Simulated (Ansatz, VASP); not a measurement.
# BP: VASP beside Ansatz

```
B P
1.0
     0.00000    2.25916    2.25916
     2.25916    0.00000    2.25916
     2.25916    2.25916    0.00000
B P
1 1
Direct
  0.00000 0.00000 0.00000
  0.75000 0.75000 0.75000
```

Alike in both runs: task single point; functional PBEsol; dispersion D3(BJ); k mesh 8 × 8 × 8; occupations gaussian, width 0.05 eV; no spin polarisation.

```csv
,VASP,Ansatz
version,VASP 6.6.1,Ansatz 0.2.0
potentials or method,"VASP PAW PBE potentials, release 64 (B, P), cutoff 520 eV","scalar-relativistic, plane waves, PAW"
valence electrons in the cell,8,8
```

Ansatz gave:

- gap on the k mesh at the Fermi level (eV): 1.15
- least direct gap on the mesh (eV): 3.38
- pressure (GPa): -3.3

Task: Which values does VASP return?

Result: gap on the k mesh at the Fermi level (eV): 1.15; least direct gap on the mesh (eV): 3.38; pressure (GPa): -3.2.

VASP's potentials were made for PBE, not for PBEsol.
